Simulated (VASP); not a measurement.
Wanted: the native input for a VASP 6.6.1 run.

| Quantity | Value |
| --- | --- |
| Task | single point |
| Functional | PBE |
| Potentials or basis | VASP PAW PBE potentials, release 64 (Ag) |
| Cutoff | 520 eV |
| k mesh | 18 × 18 × 10 |
| Occupations | fermi-dirac, width 0.05 eV |
| Spin | no spin polarisation |
| Dipole correction | no |
| Further INCAR settings | ALGO = Normal; EDIFF = 1e-06; NBANDS = 18 |

The structure of Ag lies in POSCAR:

```
Ag
1.0
    2.9685570532      0.0000000000      0.0000000000
   -1.4842785266      2.5708458206      0.0000000000
    0.0000000000      0.0000000000      4.8530335443
Ag
2
Direct
    0.3333333333      0.6666666667      0.2500000000
    0.6666666667      0.3333333333      0.7500000000
```

This isn't the form of Ag at room conditions, which is fcc.

The input as run:

INCAR

```
SYSTEM = Ag
ALGO = Normal
EDIFF = 1E-6
ENCUT = 520
GGA = PE
ISIF = 2
ISMEAR = -1
LASPH = .TRUE.
LCHARG = .TRUE.
LELF = .TRUE.
LREAL = .FALSE.
LVHAR = .TRUE.
LWAVE = .FALSE.
NBANDS = 18
NELM = 80
PREC = Accurate
SIGMA = 0.05
```

KPOINTS

```
k-points
0
G
  18 18 10
  0 0 0
```

Potentials or basis: VASP PAW PBE potentials, release 64 (Ag).

Run with:

```bash
$ cat potpaw_PBE.64/Ag/POTCAR > POTCAR
$ mpirun -np 1 vasp_std > vasp.out
```

It gave:

| Item | Value |
| --- | --- |
| Pressure | -2.9 GPa |
| Band gap on the k mesh | zero (bands 11 and 12 overlap by 7.22 eV) |

Run time: 32 s on 1 thread of Intel(R) Xeon(R) 6975P-C (Granite Rapids), with other jobs on the host, peak memory 0.24 GiB.
